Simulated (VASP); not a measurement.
# Ca (I4/mmm) in VASP: further runs

Runs on Ca. Level: PBEsol. Tasks: single point.

All numbers are computed with VASP 6.6.1; they aren't measurements. Logs are shortened: lines on timing, memory, paths and dates and some standing lists are left out, and cuts for length are marked.

## (1) The cell of the first run

Symmetry: I4/mmm, No. 139, tetragonal system. The conventional cell has a = 4.301 Å, b = 4.301 Å, c = 4.480 Å, α = 90.00°, β = 90.00°, γ = 90.00°. Ca (site symmetry 4/mmm) has 14 Ca at 3.78 to 4.48 Å within 5.0 Å.

## (2) Single point, PBEsol (strain -0.040 along x and y, +0.000 along z)

INCAR

```
PREC = Accurate
ENCUT = 520
EDIFF = 1E-7
ISMEAR = 0
SIGMA = 0.15
LREAL = False
LASPH = True
NELM = 80
ALGO = Fast
ISIF = 2
LWAVE = False
LCHARG = True
GGA = PS
LELF = True
LVHAR = True
NBANDS = 11
```

KPOINTS

```
regular mesh
0
Gamma
  16 16 16
```

POSCAR

```
Ca
1.0
   -2.1504000000      2.1504000000      2.2400000000
    2.1504000000     -2.1504000000      2.2400000000
    2.1504000000      2.1504000000     -2.2400000000
Ca
1
Direct
    0.0000000000      0.0000000000      0.0000000000
```

Potentials or basis: VASP PAW PBE potentials, release 64 (Ca_sv).

Started as:

```sh
cat potpaw_PBE.64/Ca_sv/POTCAR > POTCAR
mpirun -np 1 vasp_std > vasp.out
```

OUTCAR:

```text
PREC = Accurate
   ENCUT = 520
   EDIFF = 1E-7
   ISMEAR = 0
   LREAL = False
   LASPH = True
   NELM = 80
   ISIF = 2
   GGA = PS

 ion  position               nearest neighbor table
   1  0.000  0.000  0.000-

  LATTYP: Found a body centered tetragonal cell.
 ALAT       =     4.3008000000
 C/A-ratio  =     1.0416666667

  Lattice vectors:

 A1 = (  -2.1504000000,   2.1504000000,   2.2400000000)
 A2 = (   2.1504000000,  -2.1504000000,   2.2400000000)
 A3 = (   2.1504000000,   2.1504000000,  -2.2400000000)

Analysis of symmetry for initial positions (statically):
=====================================================================
 Subroutine PRICEL returns:
 Original cell was already a primitive cell.

 Routine SETGRP: Setting up the symmetry group for a
 body centered tetragonal supercell.

 Subroutine GETGRP returns: Found 16 space group operations
 (whereof 16 operations were pure point group operations)
 out of a pool of 16 trial point group operations.

The static configuration has the point symmetry D_4h.

Analysis of symmetry for dynamics (positions and initial velocities):
=====================================================================
 Subroutine PRICEL returns:
 Original cell was already a primitive cell.

 Routine SETGRP: Setting up the symmetry group for a
 body centered tetragonal supercell.

 Subroutine GETGRP returns: Found 16 space group operations
 (whereof 16 operations were pure point group operations)
 out of a pool of 16 trial point group operations.

The dynamic configuration has the point symmetry D_4h.

 Subroutine INISYM returns: Found 16 space group operations
 (whereof 16 operations are pure point group operations),
 and found     1 'primitive' translations

----------------------------------------------------------------------------------------

                                     Primitive cell

  volume of cell :      41.4330

  direct lattice vectors                    reciprocal lattice vectors
    -2.150400000  2.150400000  2.240000000     0.000000000  0.232514881  0.223214286
     2.150400000 -2.150400000  2.240000000     0.232514881  0.000000000  0.223214286
     2.150400000  2.150400000 -2.240000000     0.232514881  0.232514881  0.000000000

  length of vectors
     3.777041212  3.777041212  3.777041212     0.322316284  0.322316284  0.328825698

  position of ions in fractional coordinates (direct lattice)
     0.000000000  0.000000000  0.000000000

[... 75 lines left out ...]
   EDIFF  = 0.1E-06   stopping-criterion for ELM
   LREAL  =      F    real-space projection
   EDIFFG = 0.1E-05   stopping-criterion for IOM
   NSW    =      0    number of steps for IOM
   IBRION =     -1    ionic relax: 0-MD 1-quasi-New 2-CG
   NFREE  =      0    steps in history (QN), initial steepest desc. (CG)
   ISIF   =      2    stress and relaxation
   ISYM   =      2    0-nonsym 1-usesym 2-fastsym
   POTIM  = 0.5000    time-step for ionic-motion
   TEBEG  =    0.0;   TEEND  =   0.0 temperature during run
   PSTRESS=    0.0 pullay stress
   NELECT =      10.0000    total number of electrons
   NUPDOWN=      -1.0000    fix difference up-down
   EMIN   =  10.00;   EMAX   =-10.00  energy-range for DOS
   EFERMI =   0.00;   METHOD = LEGACY
   ISMEAR =     0;   SIGMA  =   0.15  broadening in eV -4-tet -1-fermi 0-gaus
   EFERMI_NEDOS =   21; number of points for ismear=-14 and -15
   IALGO  =     68    algorithm
   IMIX   =      4    mixing-type and parameters
     AMIX     =   0.40;   BMIX     =  1.00
     AMIX_MAG =   1.60;   BMIX_MAG =  1.00
  volume/ion in A,a.u.               =      41.43       279.60
  Fermi-wavevector in a.u.,A,eV,Ry     =   1.019278  1.926156 14.135469  1.038928
  Thomas-Fermi vector in A             =   2.152783
   LORBIT       =      0    0 simple, 1 ext, 2 COOP (PROOUT), +10 PAW based schemes
   GGA     = PS    functional components
   LHFCALC =     F    Hartree Fock is set to
   AEXX    =    0.0000 exact exchange contribution
   IVDW    =     0    specifies the selected vdW correction
   LEPSILON=     F    determine dielectric tensor
   LRPA    =     F    only Hartree local field effects (RPA)
 non-spin polarized calculation
 RMM-DIIS sequential band-by-band and
 Gauss-broadening in eV      SIGMA  =   0.15
  energy-cutoff  :      520.00
  volume of cell :       41.43
 maximum number of plane-waves:      1138
   NGX = 13   NGY = 13   NGZ = 13

 number of electron      10.0000002 magnetization

 Free energy of the ion-electron system (eV)
  ---------------------------------------------------
  ext. energy  EPLUGINS =         0.00000000
  ---------------------------------------------------
  free energy    TOTEN  =        -2.12589093 eV

  energy without entropy =       -2.10839495  energy(sigma->0) =       -2.11714294

 E-fermi :   2.0153     XC(G=0):  -7.8674

 val. band max:        2.0128965246   @ k =  -0.3750  -0.4375   0.2500
 cond. band min:       2.0203650116   @ k =  -0.3125  -0.3750   0.0625
 fundamental gap:      0.0074684871
 Fermi energy:         2.0153198876

 k-point     1 :       0.0000    0.0000    0.0000
  band No.  band energies     occupation
      1     -39.8284      2.00000
      2     -20.8187      2.00000
      3     -20.8187      2.00000
      4     -20.8122      2.00000
      5      -2.0992      2.00000
      6       4.2640      0.00000
      7       4.2640      0.00000
      8       4.4470      0.00000
      9       5.2847      0.00000
     10       5.5172      0.00000
     11      12.0569      0.00000
[... 309 lines left out ...]
 k-point    24 :      -0.0625    0.0625    0.0000
  band No.  band energies     occupation
      1     -39.8278      2.00000
      2     -20.8247      2.00000
      3     -20.8189      2.00000
      4     -20.8143      2.00000
      5      -2.0250      2.00000
      6       4.2128      0.00000
      7       4.3194      0.00000
      8       4.4166      0.00000
      9       5.2908      0.00000
     10       5.4613      0.00000
     11      12.2302      0.00000

 [... further k-points ...]
[... 5 lines left out ...]
  --------------------------------------------------------------------------------------
  -------------------------------------------------------------------------------------
  Total       -0.1108106     -0.1108106     -0.0830976      0.0000000     -0.0000000      0.0000000
  in kB       -4.2849460     -4.2849460     -3.2133107      0.0000000     -0.0000000      0.0000000
  external PRESSURE =      -3.9277343 kB  Pullay stress =       0.0000000 kB

 VOLUME and BASIS-vectors are now :
 -----------------------------------------------------------------------------
  energy-cutoff  :      520.00
  volume of cell :       41.43
      direct lattice vectors                 reciprocal lattice vectors
    -2.150400000  2.150400000  2.240000000     0.000000000  0.232514881  0.223214286
     2.150400000 -2.150400000  2.240000000     0.232514881  0.000000000  0.223214286
     2.150400000  2.150400000 -2.240000000     0.232514881  0.232514881  0.000000000

 POSITION                                       TOTAL-FORCE (eV/Angst)
 -----------------------------------------------------------------------------------
      0.00000      0.00000      0.00000         0.000000      0.000000      0.000000
 -----------------------------------------------------------------------------------
    total drift:                               -0.000000     -0.000000     -0.000000

  FREE ENERGIE OF THE ION-ELECTRON SYSTEM (eV)
  ---------------------------------------------------
  free  energy   TOTEN  =        -2.1258909314 eV

  energy  without entropy=       -2.1083949523  energy(sigma->0) =       -2.11714294
```

stdout:

```text
POSCAR found type information on POSCAR Ca
 POSCAR found :  1 types and       1 ions
 scaLAPACK will be used
 -----------------------------------------------------------------------------
|                                                                             |
|                                                                             |
|     You enforced a specific xc type in the INCAR file but a different       |
[... 23 lines left out ...]
WARNING in EDDRMM: call to ZHEGV failed, returncode =   6  3      7
WARNING in EDDRMM: call to ZHEGV failed, returncode =   8  4      5
WARNING in EDDRMM: call to ZHEGV failed, returncode =   6  3     10
WARNING in EDDRMM: call to ZHEGV failed, returncode =   8  4      8
WARNING in EDDRMM: call to ZHEGV failed, returncode =   8  4      9
WARNING in EDDRMM: call to ZHEGV failed, returncode =   6  3      5
WARNING in EDDRMM: call to ZHEGV failed, returncode =   8  4      9
```

Run time: 2.2 min. Hardware: 1 thread of Intel Xeon Platinum 8259CL at 2.50GHz (Skylake/Cascade Lake), shared host; peak memory 0.28 GiB.

Results:

| Quantity | Value |
| --- | --- |
| Free energy | -2.1259 eV |
| Pressure | -0.4 GPa |
| Band gap on the k mesh | zero (band 5 reaches 2.32 eV, above the bottom of band 6 at 1.96 eV) |

Caveat: the cell differs from its parent crystal (strain -0.040 along x and y, +0.000 along z); the PAW data sets were made with another functional, which shifts forces and pressure a little.

## (3) Single point, PBEsol (strain +0.000 along x and y, -0.040 along z)

INCAR

```
SYSTEM = Ca
ALGO = Fast
EDIFF = 1E-7
ENCUT = 520
GGA = PS
ISIF = 2
ISMEAR = 0
LASPH = .TRUE.
LCHARG = .FALSE.
LREAL = .FALSE.
LWAVE = .FALSE.
NBANDS = 11
NELM = 60
PREC = Accurate
SIGMA = 0.15
```

KPOINTS

```
k-points
0
G
  16 16 16
  0 0 0
```

POSCAR

```
Ca
1.0
   -2.2400000000      2.2400000000      2.1504000000
    2.2400000000     -2.2400000000      2.1504000000
    2.2400000000      2.2400000000     -2.1504000000
Ca
1
Direct
    0.0000000000      0.0000000000      0.0000000000
```

Potentials or basis: VASP PAW PBE potentials, release 64 (Ca_sv).

Started as:

```sh
cat potpaw_PBE.64/Ca_sv/POTCAR > POTCAR
mpirun -np 1 vasp_std > vasp.out
```

OUTCAR:

```text
SYSTEM = Ca
   EDIFF = 1E-7
   ENCUT = 520
   GGA = PS
   ISIF = 2
   ISMEAR = 0
   LASPH = .TRUE.
   LREAL = .FALSE.
   NELM = 60
   PREC = Accurate

 ion  position               nearest neighbor table
   1  0.000  0.000  0.000-

  LATTYP: Found a body centered tetragonal cell.
 ALAT       =     4.4800000000
 C/A-ratio  =     0.9600000000

  Lattice vectors:

 A1 = (  -2.2400000000,   2.2400000000,   2.1504000000)
 A2 = (   2.2400000000,  -2.2400000000,   2.1504000000)
 A3 = (   2.2400000000,   2.2400000000,  -2.1504000000)

Analysis of symmetry for initial positions (statically):
=====================================================================
 Subroutine PRICEL returns:
 Original cell was already a primitive cell.

 Routine SETGRP: Setting up the symmetry group for a
 body centered tetragonal supercell.

 Subroutine GETGRP returns: Found 16 space group operations
 (whereof 16 operations were pure point group operations)
 out of a pool of 16 trial point group operations.

The static configuration has the point symmetry D_4h.

Analysis of symmetry for dynamics (positions and initial velocities):
=====================================================================
 Subroutine PRICEL returns:
 Original cell was already a primitive cell.

 Routine SETGRP: Setting up the symmetry group for a
 body centered tetragonal supercell.

 Subroutine GETGRP returns: Found 16 space group operations
 (whereof 16 operations were pure point group operations)
 out of a pool of 16 trial point group operations.

The dynamic configuration has the point symmetry D_4h.

 Subroutine INISYM returns: Found 16 space group operations
 (whereof 16 operations are pure point group operations),
 and found     1 'primitive' translations

----------------------------------------------------------------------------------------

                                     Primitive cell

[... 108 lines left out ...]
     AMIX_MAG =   1.60;   BMIX_MAG =  1.00
  volume/ion in A,a.u.               =      43.16       291.25
  Fermi-wavevector in a.u.,A,eV,Ry     =   1.005502  1.900124 13.755965  1.011035
  Thomas-Fermi vector in A             =   2.138186
   LORBIT       =      0    0 simple, 1 ext, 2 COOP (PROOUT), +10 PAW based schemes
   GGA     = PS    functional components
   LHFCALC =     F    Hartree Fock is set to
   AEXX    =    0.0000 exact exchange contribution
   IVDW    =     0    specifies the selected vdW correction
   LEPSILON=     F    determine dielectric tensor
   LRPA    =     F    only Hartree local field effects (RPA)
 non-spin polarized calculation
 RMM-DIIS sequential band-by-band and
 Gauss-broadening in eV      SIGMA  =   0.15
  energy-cutoff  :      520.00
  volume of cell :       43.16
 maximum number of plane-waves:      1200
   NGX = 15   NGY = 15   NGZ = 15

 number of electron      10.0000001 magnetization

 Free energy of the ion-electron system (eV)
  ---------------------------------------------------
  ext. energy  EPLUGINS =         0.00000000
  ---------------------------------------------------
  free energy    TOTEN  =        -2.11836050 eV

  energy without entropy =       -2.10070860  energy(sigma->0) =       -2.10953455

 E-fermi :   1.8552     XC(G=0):  -7.7386

 val. band max:        1.8500025857   @ k =  -0.4375  -0.4375   0.1875
 cond. band min:       1.8560045549   @ k =  -0.0625   0.5000   0.0625
 fundamental gap:      0.0060019692
 Fermi energy:         1.8551828135

 k-point     1 :       0.0000    0.0000    0.0000
  band No.  band energies     occupation
      1     -40.0889      2.00000
      2     -21.0859      2.00000
      3     -21.0800      2.00000
      4     -21.0800      2.00000
      5      -2.1848      2.00000
      6       3.9814      0.00000
      7       4.1678      0.00000
      8       4.1678      0.00000
      9       5.0202      0.00000
     10       5.2540      0.00000
     11      11.8049      0.00000
[... 309 lines left out ...]
 k-point    24 :      -0.0625    0.0625    0.0000
  band No.  band energies     occupation
      1     -40.0884      2.00000
      2     -21.0874      2.00000
      3     -21.0851      2.00000
      4     -21.0798      2.00000
      5      -2.1171      2.00000
      6       3.9599      0.00000
      7       4.1292      0.00000
      8       4.2191      0.00000
      9       4.9672      0.00000
     10       5.2500      0.00000
     11      11.7653      0.00000

 [... further k-points ...]
[... 5 lines left out ...]
  --------------------------------------------------------------------------------------
  -------------------------------------------------------------------------------------
  Total       -0.2712023     -0.2712023     -0.2731863      0.0000000      0.0000000      0.0000000
  in kB      -10.0676629    -10.0676629    -10.1413125      0.0000000      0.0000000      0.0000000
  external PRESSURE =     -10.0922128 kB  Pullay stress =       0.0000000 kB

 VOLUME and BASIS-vectors are now :
 -----------------------------------------------------------------------------
  energy-cutoff  :      520.00
  volume of cell :       43.16
      direct lattice vectors                 reciprocal lattice vectors
    -2.240000000  2.240000000  2.150400000     0.000000000  0.223214286  0.232514881
     2.240000000 -2.240000000  2.150400000     0.223214286  0.000000000  0.232514881
     2.240000000  2.240000000 -2.150400000     0.223214286  0.223214286  0.000000000

 POSITION                                       TOTAL-FORCE (eV/Angst)
 -----------------------------------------------------------------------------------
      0.00000      0.00000      0.00000         0.000000      0.000000     -0.000000
 -----------------------------------------------------------------------------------
    total drift:                               -0.000000     -0.000000     -0.000000

  FREE ENERGIE OF THE ION-ELECTRON SYSTEM (eV)
  ---------------------------------------------------
  free  energy   TOTEN  =        -2.1183604992 eV

  energy  without entropy=       -2.1007085968  energy(sigma->0) =       -2.10953455
```

OSZICAR:

```text
N       E                     dE             d eps       ncg     rms          rms(c)
DAV:   1     0.674923246985E+02    0.67492E+02   -0.49822E+03  7686   0.818E+02
DAV:   2    -0.586369783058E+00   -0.68079E+02   -0.67465E+02  8437   0.209E+02
DAV:   3    -0.206295144197E+01   -0.14766E+01   -0.14581E+01 11326   0.303E+01
DAV:   4    -0.212322242584E+01   -0.60271E-01   -0.60050E-01 10205   0.495E+00
DAV:   5    -0.212438714566E+01   -0.11647E-02   -0.11646E-02 10620   0.583E-01    0.230E+00
RMM:   6    -0.212005109928E+01    0.43360E-02   -0.64120E-03  8103   0.992E-01    0.141E+00
RMM:   7    -0.211826078487E+01    0.17903E-02   -0.20271E-02  8745   0.187E+00    0.105E-01
RMM:   8    -0.211826491261E+01   -0.41277E-05   -0.37284E-03  9491   0.571E-01    0.272E-02
RMM:   9    -0.211832969956E+01   -0.64787E-04   -0.84967E-04 11199   0.260E-01    0.265E-02
RMM:  10    -0.211835696878E+01   -0.27269E-04   -0.12895E-04 11907   0.104E-01    0.231E-02
RMM:  11    -0.211835884931E+01   -0.18805E-05   -0.96843E-05 10988   0.879E-02    0.202E-02
RMM:  12    -0.211835955578E+01   -0.70647E-06   -0.11452E-05 11853   0.346E-02    0.113E-02
RMM:  13    -0.211836094226E+01   -0.13865E-05   -0.27636E-06 11085   0.188E-02    0.511E-03
RMM:  14    -0.211836016850E+01    0.77376E-06   -0.12427E-06 11302   0.812E-03    0.207E-03
RMM:  15    -0.211836033362E+01   -0.16512E-06   -0.30099E-07  9002   0.397E-03    0.109E-03
RMM:  16    -0.211836045095E+01   -0.11734E-06   -0.89365E-08  7299   0.185E-03    0.283E-04
RMM:  17    -0.211836049919E+01   -0.48234E-07   -0.52775E-08  6726   0.152E-03
   1 F= -.21183605E+01 E0= -.21095345E+01  d E =-.176519E-01
```

It took 2.4 min on 1 thread of Intel Xeon Platinum 8259CL at 2.50GHz (Skylake/Cascade Lake), shared host; peak memory 0.29 GiB.

Results:

```yaml
Free_energy: -2.1184 eV
Pressure: -1.0 GPa
Band_gap_on_the_k_mesh: zero (band 5 reaches 2.17 eV, above the bottom of band 6 at 1.72 eV)
```

Caveat: the cell differs from its parent crystal (strain +0.000 along x and y, -0.040 along z); the PAW data sets were made with another functional, which shifts forces and pressure a little.
